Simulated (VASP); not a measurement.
GaS2:

```
Ga S
1.0
     3.91112    0.00000    0.00000
    -1.95556    3.38713    0.00000
     0.00000    0.00000    4.22297
Ga S
1 2
Direct
  0.00000 0.00000 0.00000
  0.33333 0.66667 0.50000
  0.66667 0.33333 0.50000
```

- Program: VASP 6.6.1
- Task: relaxation of cell and atoms
- Functional: PBE
- Potentials or basis: VASP PAW PBE potentials, release 64 (Ga_d, S)
- Cutoff: 600 eV
- k mesh: 6 × 6 × 4
- Occupations: gaussian, width 0.1 eV
- Spin: no spin polarisation

At the start: pressure 10.4 GPa; volume 18.65 Å³/atom.

Problem. How do energy, volume and symmetry change on relaxing?

Solution. Over 7 steps the energy falls by 174.6 meV/atom and the volume is 19.63 Å³/atom (+5.2 %); space group P6/mmm (No. 191, to 0.05 Å).

The path:
```csv
step,energy change (eV),largest force (eV/Å),pressure (GPa),volume (Å³)
1,0.0000,0.0000,10.44,55.94
2,-0.3708,0.0000,-0.71,66.25
3,-0.3708,0.0000,-0.75,66.25
4,-0.3872,0.0000,-0.64,65.51
5,-0.4470,0.0000,-0.37,63.23
6,-0.5231,0.0000,0.18,58.43
7,-0.5237,0.0000,0.05,58.88
```

Final structure:
```cif
data_structure
_symmetry_space_group_name_H-M 'P 1'
_symmetry_Int_Tables_number 1
_cell_length_a 4.3313
_cell_length_b 4.3313
_cell_length_c 3.6242
_cell_angle_alpha 90.000
_cell_angle_beta 90.000
_cell_angle_gamma 120.000
_cell_volume 58.88
loop_
_atom_site_label
_atom_site_type_symbol
_atom_site_fract_x
_atom_site_fract_y
_atom_site_fract_z
_atom_site_occupancy
Ga1 Ga 0.00000 0.00000 0.00000 1
S1 S 0.33333 0.66667 0.50000 1
S2 S 0.66667 0.33333 0.50000 1
```

Caveat: the k points lie up to 0.43 Å⁻¹ apart in the final cell.
